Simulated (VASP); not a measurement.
# S (P2_1/c) in VASP: single point with PBE

Aim: the single point of S with PBE.

All numbers are computed with VASP 6.6.1; they aren't measurements. Logs are shortened: lines on timing, memory, paths and dates and some standing lists are left out, and cuts for length are marked.

### 1 The cell of the first run

It takes space group P2_1/c (No. 14, monoclinic). Conventional cell: a = 5.643 Å, b = 6.133 Å, c = 6.127 Å, α = 90.00°, β = 114.40°, γ = 90.00°. S (site symmetry -1) has 6 S at 3.08 to 3.38 Å within 4.1 Å. S (site symmetry 1) has 9 S at 3.08 to 4.06 Å within 4.1 Å.

### 2 Single point, PBE

File INCAR:

```
  ALGO = Normal
  EDIFF = 1E-6
  ENCUT = 520
  GGA = PE
  ISIF = 2
  ISMEAR = 0
  LASPH = T
  LCHARG = T
  LELF = T
  LREAL = F
  LVHAR = T
  LWAVE = F
  NBANDS = 27
  NELM = 100
  PREC = Accurate
  SIGMA = 0.1
```

File KPOINTS:

```
k-points
0
Gamma
  4 4 4
```

File POSCAR:

```
S
1.0
    5.6427774935      0.0000000000      0.0000000000
    0.0000000000      6.1332595778      0.0000000000
   -2.5310930389      0.0000000000      5.5797652870
S
6
Direct
    0.0000000000      0.0000000000      0.0000000000
    0.0000000000      0.5000000000      0.5000000000
    0.4250000000      0.3600000000      0.2650000000
    0.5750000000      0.8600000000      0.2350000000
    0.5750000000      0.6400000000      0.7350000000
    0.4250000000      0.1400000000      0.7650000000
```

Potentials or basis: VASP PAW PBE potentials, release 64 (S).

The run is started by

```console
> cat potpaw_PBE.64/S/POTCAR > POTCAR
> mpirun -np 1 vasp_std > vasp.out
```

OUTCAR:

```text
EDIFF = 1E-6
   ENCUT = 520
   GGA = PE
   ISIF = 2
   ISMEAR = 0
   LASPH = T
   LREAL = F
   NELM = 100
   PREC = Accurate

 ion  position               nearest neighbor table
   1  0.000  0.000  0.000-
   2  0.000  0.500  0.500-
   3  0.425  0.360  0.265-
   4  0.575  0.860  0.235-
   5  0.575  0.640  0.735-
   6  0.425  0.140  0.765-

  LATTYP: Found a simple monoclinic cell.
 ALAT       =     5.6427774935
 B/A-ratio  =     1.0869221026
 C/A-ratio  =     1.0858140041
 COS(beta)  =    -0.4131043283

  Lattice vectors:

 A1 = (   5.6427774935,   0.0000000000,   0.0000000000)
 A2 = (   0.0000000000,   6.1332595778,   0.0000000000)
 A3 = (  -2.5310930389,   0.0000000000,   5.5797652870)

Analysis of symmetry for initial positions (statically):
=====================================================================
 Subroutine PRICEL returns:
 Original cell was already a primitive cell.

 Routine SETGRP: Setting up the symmetry group for a
 simple monoclinic supercell.

 Subroutine GETGRP returns: Found  4 space group operations
 (whereof  2 operations were pure point group operations)
 out of a pool of  4 trial point group operations.

The static configuration has the point symmetry S_2 .
 The point group associated with its full space group is C_2h.

Analysis of symmetry for dynamics (positions and initial velocities):
=====================================================================
 Subroutine PRICEL returns:
 Original cell was already a primitive cell.

 Routine SETGRP: Setting up the symmetry group for a
 simple monoclinic supercell.

 Subroutine GETGRP returns: Found  4 space group operations
 (whereof  2 operations were pure point group operations)
 out of a pool of  4 trial point group operations.

The dynamic configuration has the point symmetry S_2 .
 The point group associated with its full space group is C_2h.

 Subroutine INISYM returns: Found  4 space group operations
 (whereof  2 operations are pure point group operations),
 and found     1 'primitive' translations

----------------------------------------------------------------------------------------

                                     Primitive cell

  volume of cell :     193.1080

  direct lattice vectors                    reciprocal lattice vectors
     5.642777493  0.000000000  0.000000000     0.177217691  0.000000000  0.080389486
     0.000000000  6.133259578  0.000000000     0.000000000  0.163045439  0.000000000
    -2.531093039  0.000000000  5.579765287     0.000000000  0.000000000  0.179219008

  length of vectors
     5.642777493  6.133259578  6.127006825     0.194598509  0.163045439  0.179219008

  position of ions in fractional coordinates (direct lattice)
     0.000000000  0.000000000  0.000000000
     0.000000000  0.500000000  0.500000000
     0.425000000  0.360000000  0.265000000
     0.575000000  0.860000000  0.235000000
     0.575000000  0.640000000  0.735000000
     0.425000000  0.140000000  0.765000000

  ion indices of the primitive-cell ions
   primitive index   ion index
                 1           1
                 2           2
                 3           3
                 4           4
                 5           5
                 6           6

----------------------------------------------------------------------------------------

 KPOINTS: k-points

Automatic generation of k-mesh.
 Grid dimensions read from file:
 generate k-points for:    4    4    4

 Generating k-lattice:

  Cartesian coordinates                     Fractional coordinates (reciprocal lattice)
     0.044304423  0.000000000  0.020097372     0.250000000  0.000000000  0.000000000
     0.000000000  0.040761360  0.000000000     0.000000000  0.250000000  0.000000000
     0.000000000  0.000000000  0.044804752     0.000000000  0.000000000  0.250000000

  Length of vectors
     0.048649627  0.040761360  0.044804752

  Shift w.r.t. Gamma in fractional coordinates (k-lattice)
     0.000000000  0.000000000  0.000000000

 Subroutine IBZKPT returns following result:
 ===========================================

 Found     30 irreducible k-points:

 Following reciprocal coordinates:
            Coordinates               Weight
  0.000000  0.000000  0.000000      1.000000
  0.250000  0.000000  0.000000      2.000000
  0.500000  0.000000  0.000000      1.000000
  0.000000  0.250000  0.000000      2.000000
  0.250000  0.250000  0.000000      4.000000
  0.500000  0.250000  0.000000      2.000000
[... 16 lines left out ...]
  0.250000  0.000000  0.500000      2.000000
  0.500000  0.000000  0.500000      1.000000
 [... further k-points ...]
   k-points           NKPTS =     30   k-points in BZ     NKDIM =     30   number of bands    NBANDS=     27
   number of dos      NEDOS =    301   number of ions     NIONS =      6
   total plane-waves  NPLWV =  96768
   dimension x,y,z NGX =    42 NGY =   48 NGZ =   48
   dimension x,y,z NGXF=    84 NGYF=   96 NGZF=   96
   ions per type =               6
   NGX,Y,Z   is equivalent  to a cutoff of  12.37, 13.01, 13.02 a.u.
   NGXF,Y,Z  is equivalent  to a cutoff of  24.75, 26.02, 26.05 a.u.
 SYSTEM =  unknown system
   PREC   = accura    normal or accurate (medium, high low for compatibility)
   ISTART =      0    job   : 0-new  1-cont  2-samecut
   ICHARG =      2    charge: 1-file 2-atom 10-const
   ISPIN  =      1    spin polarized calculation?
   LNONCOLLINEAR =      F non collinear calculations
   LSORBIT =      F    spin-orbit coupling
   LASPH  =      T    aspherical Exc in radial PAW
   ENCUT  =  520.0 eV  38.22 Ry    6.18 a.u.  10.49 11.40 11.39*2*pi/ulx,y,z
   NELM   =    100;   NELMIN=  2; NELMDL= -5     # of ELM steps
   EDIFF  = 0.1E-05   stopping-criterion for ELM
   LREAL  =      F    real-space projection
   EDIFFG = 0.1E-04   stopping-criterion for IOM
   NSW    =      0    number of steps for IOM
   IBRION =     -1    ionic relax: 0-MD 1-quasi-New 2-CG
   NFREE  =      0    steps in history (QN), initial steepest desc. (CG)
   ISIF   =      2    stress and relaxation
   ISYM   =      2    0-nonsym 1-usesym 2-fastsym
   POTIM  = 0.5000    time-step for ionic-motion
   TEBEG  =    0.0;   TEEND  =   0.0 temperature during run
   PSTRESS=    0.0 pullay stress
   NELECT =      36.0000    total number of electrons
   NUPDOWN=      -1.0000    fix difference up-down
   EMIN   =  10.00;   EMAX   =-10.00  energy-range for DOS
   EFERMI =   0.00;   METHOD = LEGACY
   ISMEAR =     0;   SIGMA  =   0.10  broadening in eV -4-tet -1-fermi 0-gaus
   EFERMI_NEDOS =   21; number of points for ismear=-14 and -15
   IALGO  =     38    algorithm
   IMIX   =      4    mixing-type and parameters
     AMIX     =   0.40;   BMIX     =  1.00
     AMIX_MAG =   1.60;   BMIX_MAG =  1.00
  volume/ion in A,a.u.               =      32.18       217.19
  Fermi-wavevector in a.u.,A,eV,Ry     =   0.935210  1.767290 11.899885  0.874617
  Thomas-Fermi vector in A             =   2.062094
   LORBIT       =      0    0 simple, 1 ext, 2 COOP (PROOUT), +10 PAW based schemes
   GGA     = PE    functional components
   LHFCALC =     F    Hartree Fock is set to
   AEXX    =    0.0000 exact exchange contribution
   IVDW    =     0    specifies the selected vdW correction
   LEPSILON=     F    determine dielectric tensor
   LRPA    =     F    only Hartree local field effects (RPA)
 non-spin polarized calculation
 Gauss-broadening in eV      SIGMA  =   0.10
  energy-cutoff  :      520.00
  volume of cell :      193.11
 maximum number of plane-waves:      5221
 NGX is ok and might be reduce to    42
   NGX = 21   NGY = 23   NGZ = 23

 number of electron      36.0000000 magnetization

 Free energy of the ion-electron system (eV)
  ---------------------------------------------------
  ext. energy  EPLUGINS =         0.00000000
  ---------------------------------------------------
  free energy    TOTEN  =       -13.73861367 eV

  energy without entropy =      -13.70225021  energy(sigma->0) =      -13.72043194

 E-fermi :  -0.0358     XC(G=0):  -7.7762

 val. band max:       -0.0358397127   @ k =   0.5000   0.2500   0.2500
 cond. band min:      -0.0143962683   @ k =   0.0000   0.0000   0.5000
 fundamental gap:      0.0214434444
 Fermi energy:        -0.0358287994

 k-point     1 :       0.0000    0.0000    0.0000
  band No.  band energies     occupation
      1     -12.6755      2.00000
      2     -11.3487      2.00000
      3     -11.3150      2.00000
      4     -11.1012      2.00000
      5     -10.7885      2.00000
      6     -10.6953      2.00000
[... 19 lines left out ...]
     26       7.6564      0.00000
     27       8.4055      0.00000

 k-point     2 :       0.2500    0.0000    0.0000
  band No.  band energies     occupation
      1     -12.5323      2.00000
      2     -11.5576      2.00000
      3     -11.1563      2.00000
      4     -11.1153      2.00000
      5     -10.8974      2.00000
      6     -10.7511      2.00000
[... 19 lines left out ...]
     26       7.3879      0.00000
     27       8.0191      0.00000

 k-point     3 :       0.5000    0.0000    0.0000
  band No.  band energies     occupation
      1     -12.3288      2.00000
      2     -11.6482      2.00000
      3     -11.3721      2.00000
      4     -11.0433      2.00000
      5     -10.9906      2.00000
      6     -10.7034      2.00000
[... 19 lines left out ...]
     26       7.4841      0.00000
     27       7.9770      0.00000

 k-point     4 :       0.0000    0.2500    0.0000
  band No.  band energies     occupation
      1     -12.5477      2.00000
      2     -11.7108      2.00000
      3     -11.2420      2.00000
      4     -10.9569      2.00000
      5     -10.8017      2.00000
      6     -10.7020      2.00000
[... 19 lines left out ...]
     26       7.8511      0.00000
     27       8.4946      0.00000
[... 516 lines left out ...]
      4     -11.0070      2.00000
      5     -10.7931      2.00000
      6     -10.7931      2.00000
[... 19 lines left out ...]
     26       7.6724      0.00000
     27       8.5237      0.00000

 k-point    23 :       0.2500    0.0000    0.5000
  band No.  band energies     occupation
      1     -12.2485      2.00000
      2     -11.9501      2.00000
      3     -11.1580      2.00000
      4     -11.0045      2.00000
      5     -11.0027      2.00000
      6     -10.7067      2.00000
[... 19 lines left out ...]
     26       8.0597      0.00000
     27       8.1762      0.00000

 k-point    24 :       0.5000    0.0000    0.5000
  band No.  band energies     occupation
      1     -12.0383      2.00000
      2     -12.0383      2.00000
      3     -11.0369      2.00000
      4     -11.0369      2.00000
      5     -11.0003      2.00000
      6     -11.0003      2.00000
[... 19 lines left out ...]
     26       7.4948      0.00000
     27       8.1684      0.00000

 [... further k-points ...]
[... 5 lines left out ...]
  --------------------------------------------------------------------------------------
  -------------------------------------------------------------------------------------
  Total      -16.6296352    -13.5410349    -10.7127703      0.0000000      0.0000000     -2.5882240
  in kB     -137.9726809   -112.3471960    -88.8816637      0.0000000      0.0000000    -21.4739649
  external PRESSURE =    -113.0671802 kB  Pullay stress =       0.0000000 kB

 VOLUME and BASIS-vectors are now :
 -----------------------------------------------------------------------------
  energy-cutoff  :      520.00
  volume of cell :      193.11
      direct lattice vectors                 reciprocal lattice vectors
     5.642777493  0.000000000  0.000000000     0.177217691  0.000000000  0.080389486
     0.000000000  6.133259578  0.000000000     0.000000000  0.163045439  0.000000000
    -2.531093039  0.000000000  5.579765287     0.000000000  0.000000000  0.179219008

 POSITION                                       TOTAL-FORCE (eV/Angst)
 -----------------------------------------------------------------------------------
      0.00000      0.00000      0.00000        -0.000000      0.000000     -0.000000
     -1.26555      3.06663      2.78988         0.000000      0.000000     -0.000000
      1.72744      2.20797      1.47864         0.236914     -0.235550      0.729631
      2.64979      5.27460      1.31124        -0.236914     -0.235550     -0.729631
      1.38424      3.92529      4.10113        -0.236914      0.235550     -0.729631
      0.46189      0.85866      4.26852         0.236914      0.235550      0.729631
 -----------------------------------------------------------------------------------
    total drift:                               -0.000000      0.000000      0.000000

  FREE ENERGIE OF THE ION-ELECTRON SYSTEM (eV)
  ---------------------------------------------------
  free  energy   TOTEN  =       -13.7386136744 eV

  energy  without entropy=      -13.7022502141  energy(sigma->0) =      -13.72043194
```

Wall time 3 min (1 thread of Intel Xeon Platinum 8375C at 2.90GHz (Ice Lake), shared host); peak memory 0.33 GiB.

Results:

```
Free energy            : -13.7386 eV
Pressure               : -11.3 GPa
Largest force          : 0.802 eV/Å
Band gap on the k mesh : zero (band 18 reaches 0.10 eV, above the bottom of band 19 at -0.45 eV)
```

Forces on the atoms (eV/Å):
```
S    0.000  0.000  0.000
S    0.000  0.000  0.000
S    0.237 -0.236  0.730
S   -0.237 -0.236 -0.730
S   -0.237  0.236 -0.730
S    0.237  0.236  0.730
```

Levels at points of the mesh, in eV from the Fermi level:
| k point | band 15 | band 16 | band 17 | band 18 | band 19 | band 20 | band 21 | band 22 |
| --- | --- | --- | --- | --- | --- | --- | --- | --- |
| (0.00, 0.00, 0.00) | -0.88 | -0.80 | -0.70 | -0.54 | -0.37 | 0.65 | 0.83 | 1.07 |
| (0.50, 0.00, 0.00) | -0.89 | -0.76 | -0.47 | -0.11 | 0.25 | 0.67 | 0.80 | 0.92 |
| (0.00, 0.50, 0.00) | -0.66 | -0.66 | -0.62 | -0.62 | 0.44 | 0.44 | 0.53 | 0.53 |
| (0.50, 0.50, 0.00) | -0.78 | -0.78 | -0.33 | -0.33 | 0.37 | 0.37 | 0.66 | 0.66 |
| (0.00, 0.00, 0.50) | -0.73 | -0.73 | 0.02 | 0.02 | 0.15 | 0.15 | 0.62 | 0.62 |
| (0.50, 0.00, 0.50) | -0.53 | -0.53 | -0.28 | -0.28 | 0.40 | 0.40 | 0.64 | 0.64 |
| (0.00, 0.50, 0.50) | -0.73 | -0.73 | -0.51 | -0.51 | -0.41 | -0.41 | 0.52 | 0.52 |
| (0.50, 0.50, 0.50) | -0.80 | -0.80 | -0.44 | -0.44 | 0.13 | 0.13 | 0.26 | 0.26 |
